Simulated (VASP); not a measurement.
# Au (Fm-3m) in VASP: single point with r2SCAN

Aim: the single point of Au with r2SCAN.

Program: VASP 6.6.1. These are calculated values, not measurements. Logs are shortened: lines on timing, memory, paths and dates and some standing lists are left out, and cuts for length are marked.

### 1 The cell of the first run

Symmetry: Fm-3m, No. 225, cubic system. Conventional cell: a = 4.070 Å, b = 4.070 Å, c = 4.070 Å, α = 90.00°, β = 90.00°, γ = 90.00°. Within 3.8 Å of Au (site symmetry m-3m) lie 12 Au at 2.88 Å.

### 2 Single point, r2SCAN

The input, POSCAR:

```
Au
1.0
    0.0000000000      2.0350000000      2.0350000000
    2.0350000000      0.0000000000      2.0350000000
    2.0350000000      2.0350000000      0.0000000000
Au
1
Direct
    0.0000000000      0.0000000000      0.0000000000
```

The input, INCAR.step1:

```
SYSTEM = Au
PREC = Accurate ; ENCUT = 550
ISMEAR = -1 ; SIGMA = 0.1
LREAL = .False. ; LASPH = .True.
NELM = 120 ; NBANDS = 12
GGA = PE ; ALGO = Normal
EDIFF = 1E-5 ; LWAVE = .True.
LCHARG = .False. ; GGA_COMPAT = .False.
```

The input, INCAR.step2:

```
SYSTEM = Au
PREC = Accurate ; ENCUT = 550
EDIFF = 1E-6 ; ISMEAR = -1
SIGMA = 0.1 ; LREAL = .False.
LASPH = .True. ; NELM = 120
ALGO = Normal ; ISIF = 2
LWAVE = .False. ; LCHARG = .False.
METAGGA = R2SCAN ; LMIXTAU = .True.
NBANDS = 12 ; ISTART = 1
GGA_COMPAT = .False.
```

The input, KPOINTS:

```
regular mesh
0
Gamma
  9 9 9
  0 0 0
```

Potentials or basis: VASP PAW PBE potentials, release 64 (Au).

Run with:

```console
> cat potpaw_PBE.64/Au/POTCAR > POTCAR
> cp INCAR.step1 INCAR
> mpirun -np 1 vasp_std > vasp.out
> cp INCAR.step2 INCAR
> mpirun -np 1 vasp_std > vasp.out
```

OUTCAR:

```text
SYSTEM = Au
   PREC = Accurate
   ENCUT = 550
   EDIFF = 1E-6
   ISMEAR = -1
   LREAL = .False.
   LASPH = .True.
   NELM = 120
   ISIF = 2
   METAGGA = R2SCAN
   ISTART = 1

 ion  position               nearest neighbor table
   1  0.000  0.000  0.000-

  LATTYP: Found a face centered cubic cell.
 ALAT       =     4.0700000000

  Lattice vectors:

 A1 = (   0.0000000000,   2.0350000000,   2.0350000000)
 A2 = (   2.0350000000,   0.0000000000,   2.0350000000)
 A3 = (   2.0350000000,   2.0350000000,   0.0000000000)

Analysis of symmetry for initial positions (statically):
=====================================================================
 Subroutine PRICEL returns:
 Original cell was already a primitive cell.

 Routine SETGRP: Setting up the symmetry group for a
 face centered cubic supercell.

 Subroutine GETGRP returns: Found 48 space group operations
 (whereof 48 operations were pure point group operations)
 out of a pool of 48 trial point group operations.

The static configuration has the point symmetry O_h .

Analysis of symmetry for dynamics (positions and initial velocities):
=====================================================================
 Subroutine PRICEL returns:
 Original cell was already a primitive cell.

 Routine SETGRP: Setting up the symmetry group for a
 face centered cubic supercell.

 Subroutine GETGRP returns: Found 48 space group operations
 (whereof 48 operations were pure point group operations)
 out of a pool of 48 trial point group operations.

The dynamic configuration has the point symmetry O_h .

 Subroutine INISYM returns: Found 48 space group operations
 (whereof 48 operations are pure point group operations),
 and found     1 'primitive' translations

----------------------------------------------------------------------------------------

                                     Primitive cell

  volume of cell :      16.8548

  direct lattice vectors                    reciprocal lattice vectors
     0.000000000  2.035000000  2.035000000    -0.245700246  0.245700246  0.245700246
     2.035000000  0.000000000  2.035000000     0.245700246 -0.245700246  0.245700246
     2.035000000  2.035000000  0.000000000     0.245700246  0.245700246 -0.245700246

  length of vectors
     2.877924599  2.877924599  2.877924599     0.425565309  0.425565309  0.425565309

[... 83 lines left out ...]
   NFREE  =      0    steps in history (QN), initial steepest desc. (CG)
   ISIF   =      2    stress and relaxation
   ISYM   =      2    0-nonsym 1-usesym 2-fastsym
   POTIM  = 0.5000    time-step for ionic-motion
   TEBEG  =    0.0;   TEEND  =   0.0 temperature during run
   PSTRESS=    0.0 pullay stress
   NELECT =      11.0000    total number of electrons
   NUPDOWN=      -1.0000    fix difference up-down
   EMIN   =  10.00;   EMAX   =-10.00  energy-range for DOS
   EFERMI =   0.00;   METHOD = LEGACY
   ISMEAR =    -1;   SIGMA  =   0.10  broadening in eV -4-tet -1-fermi 0-gaus
   EFERMI_NEDOS =   21; number of points for ismear=-14 and -15
   IALGO  =     38    algorithm
   IMIX   =      4    mixing-type and parameters
     AMIX     =   0.40;   BMIX     =  1.00
     AMIX_MAG =   1.60;   BMIX_MAG =  1.00
  volume/ion in A,a.u.               =      16.85       113.74
  Fermi-wavevector in a.u.,A,eV,Ry     =   1.420032  2.683470 27.436005  2.016489
  Thomas-Fermi vector in A             =   2.540990
   LORBIT       =      0    0 simple, 1 ext, 2 COOP (PROOUT), +10 PAW based schemes
   METAGGA = R2SCAN    functional components
   LHFCALC =     F    Hartree Fock is set to
   AEXX    =    0.0000 exact exchange contribution
   IVDW    =     0    specifies the selected vdW correction
   LEPSILON=     F    determine dielectric tensor
   LRPA    =     F    only Hartree local field effects (RPA)
 non-spin polarized calculation
  energy-cutoff  :      550.00
  volume of cell :       16.85
 maximum number of plane-waves:       531
 NGX is ok and might be reduce to    24
   NGX = 11   NGY = 11   NGZ = 11

 number of electron      10.9999999 magnetization

 Free energy of the ion-electron system (eV)
  ---------------------------------------------------
  ext. energy  EPLUGINS =         0.00000000
  ---------------------------------------------------
  free energy    TOTEN  =       -50.60715732 eV

  energy without entropy =      -50.60513252  energy(sigma->0) =      -50.60614492

 E-fermi :   9.5733     XC(G=0): -13.7068

 val. band max:        9.1294805259   @ k =   0.4444   0.3333   0.0000
 cond. band min:       9.6713049177   @ k =   0.4444   0.4444   0.0000
 fundamental gap:      0.5418243918
 Fermi energy:         9.5732508926

 k-point     1 :       0.0000    0.0000    0.0000
  band No.  band energies     occupation
      1      -0.7064      2.00000
      2       4.5033      2.00000
      3       4.5033      2.00000
      4       4.5033      2.00000
      5       6.0668      2.00000
      6       6.0668      2.00000
      7      24.8100      0.00000
      8      28.9830      0.00000
      9      28.9830      0.00000
     10      28.9830      0.00000
     11      34.3103      0.00000
     12      38.8827      0.00000
[... 331 lines left out ...]
 k-point    24 :       0.4444    0.4444    0.0000
  band No.  band energies     occupation
      1       2.1211      2.00000
      2       2.4024      2.00000
      3       7.2399      2.00000
      4       7.5460      2.00000
      5       7.5460      2.00000
      6       9.6713      0.54557
      7      16.8589      0.00000
      8      20.3868      0.00000
      9      20.3868      0.00000
     10      27.6015      0.00000
     11      30.1155      0.00000
     12      38.5937      0.00000

 [... further k-points ...]

------------------------ aborting loop because EDIFF is reached ----------------------------------------

  FORCE on cell =-STRESS in cart. coord.  units (eV):
  Direction    XX          YY          ZZ          XY          YZ          ZX
  --------------------------------------------------------------------------------------
  -------------------------------------------------------------------------------------
  Total        0.7510178      0.7510178      0.7510178     -0.0000000      0.0000000     -0.0000000
  in kB       71.3900301     71.3900301     71.3900301     -0.0000000      0.0000000     -0.0000000
  external PRESSURE =      71.3900301 kB  Pullay stress =       0.0000000 kB

 VOLUME and BASIS-vectors are now :
 -----------------------------------------------------------------------------
  energy-cutoff  :      550.00
  volume of cell :       16.85
      direct lattice vectors                 reciprocal lattice vectors
     0.000000000  2.035000000  2.035000000    -0.245700246  0.245700246  0.245700246
     2.035000000  0.000000000  2.035000000     0.245700246 -0.245700246  0.245700246
     2.035000000  2.035000000  0.000000000     0.245700246  0.245700246 -0.245700246

 POSITION                                       TOTAL-FORCE (eV/Angst)
 -----------------------------------------------------------------------------------
      0.00000      0.00000      0.00000        -0.000000     -0.000000      0.000000
 -----------------------------------------------------------------------------------
    total drift:                               -0.000000      0.000000     -0.000000

  FREE ENERGIE OF THE ION-ELECTRON SYSTEM (eV)
  ---------------------------------------------------
  free  energy   TOTEN  =       -50.6071573169 eV

  energy  without entropy=      -50.6051325204  energy(sigma->0) =      -50.60614492
```

OUTCAR.step1:

```text
SYSTEM = Au
   PREC = Accurate
   ENCUT = 550
   ISMEAR = -1
   LREAL = .False.
   LASPH = .True.
[... 577 lines left out ...]
 -----------------------------------------------------------------------------------
      0.00000      0.00000      0.00000         0.000000     -0.000000     -0.000000
 -----------------------------------------------------------------------------------
    total drift:                                0.000000      0.000000     -0.000000

  FREE ENERGIE OF THE ION-ELECTRON SYSTEM (eV)
  ---------------------------------------------------
  free  energy   TOTEN  =        -3.2125975689 eV

  energy  without entropy=       -3.2099074585  energy(sigma->0) =       -3.21125251
```

Run time: 31 s. Hardware: 1 thread of Intel Xeon 6975P-C, shared host; peak memory 0.15 GiB.

What came out:

| Quantity | Value |
| --- | --- |
| Free energy | -50.6072 eV |
| Pressure | 7.1 GPa |

Caveat: the PAW data sets were made with another functional, which shifts forces and pressure a little; spin-orbit coupling is left out, which moves the levels of the heavy elements.
